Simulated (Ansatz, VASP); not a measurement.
## Two plane-wave programs on Te2Mo

INCAR

```
PREC = Accurate ; ENCUT = 520
EDIFF = 1E-7 ; ISMEAR = -1
SIGMA = 0.1 ; LREAL = F
LASPH = T ; NELM = 60
ALGO = Normal ; ISIF = 2
LWAVE = F ; LCHARG = F
GGA = PS ; NBANDS = 35
```

Contents of KPOINTS:

```
regular mesh
0
Gamma
  7 7 2
```

File POSCAR:

```
Te2Mo
1.0
    3.5182000000      0.0000000000      0.0000000000
   -1.7591000000      3.0468505756      0.0000000000
    0.0000000000      0.0000000000     13.9736000000
Te Mo
4 2
Direct
    0.3333330000      0.6666670000      0.6210000000
    0.6666670000      0.3333330000      0.1210000000
    0.3333330000      0.6666670000      0.8790000000
    0.6666670000      0.3333330000      0.3790000000
    0.3333330000      0.6666670000      0.2500000000
    0.6666670000      0.3333330000      0.7500000000
```

Input for Ansatz:

```yaml
crystal:
  lattice:
    - [3.5182, 0.0, 0.0]
    - [-1.7590999999999992, 3.0468505755944126, 0.0]
    - [0.0, 0.0, 13.9736]
  atoms:
    - { symbol: Te, position: [0.33333300000000016, 0.6666670000000001, 0.621] }
    - { symbol: Te, position: [0.666667, 0.333333, 0.121] }
    - { symbol: Te, position: [0.33333300000000016, 0.6666670000000001, 0.879] }
    - { symbol: Te, position: [0.666667, 0.333333, 0.379] }
    - { symbol: Mo, position: [0.33333300000000016, 0.6666670000000001, 0.25] }
    - { symbol: Mo, position: [0.666667, 0.333333, 0.7500000000000001] }
basis:
  ecutwfc: 450.0
kpoints:
  mp_grid:
    grid: [7, 7, 2]
hamiltonian:
  xc: pbesol
scf:
  occupations:
    method: fermi_dirac
    width: 0.1
output:
  forces: true
  stress: true
```

Alike in both runs: task single point; functional PBEsol; k mesh 7 × 7 × 2; occupations fermi-dirac, width 0.1 eV; no spin polarisation.

|  | VASP | Ansatz |
| --- | --- | --- |
| version | VASP 6.6.1 | Ansatz 0.2.0 |
| potentials or method | VASP PAW PBE potentials, release 64 (Te, Mo_sv), cutoff 520 eV | plane waves, PAW |
| valence electrons in the cell | 52 | 92 |

```tsv
	VASP	Ansatz	Ansatz less VASP
pressure (GPa)	-1.0	-1.1	-0.13
traceless stress, the component that is largest in VASP (GPa)	0.46	0.39	-0.072
rms of the force components (eV/Å)	0.028	0.042	+0.0138
```

VASP's potentials were made for PBE, not for PBEsol. Atom by atom the forces differ by 0.014 eV/Å (rms over components). VASP's potentials hold 52 valence electrons a cell and Ansatz's 92, so a difference there can come from the potentials and not from the codes. Ansatz's warnings: structure snapped to symmetry.

Spin-orbit coupling is off throughout.
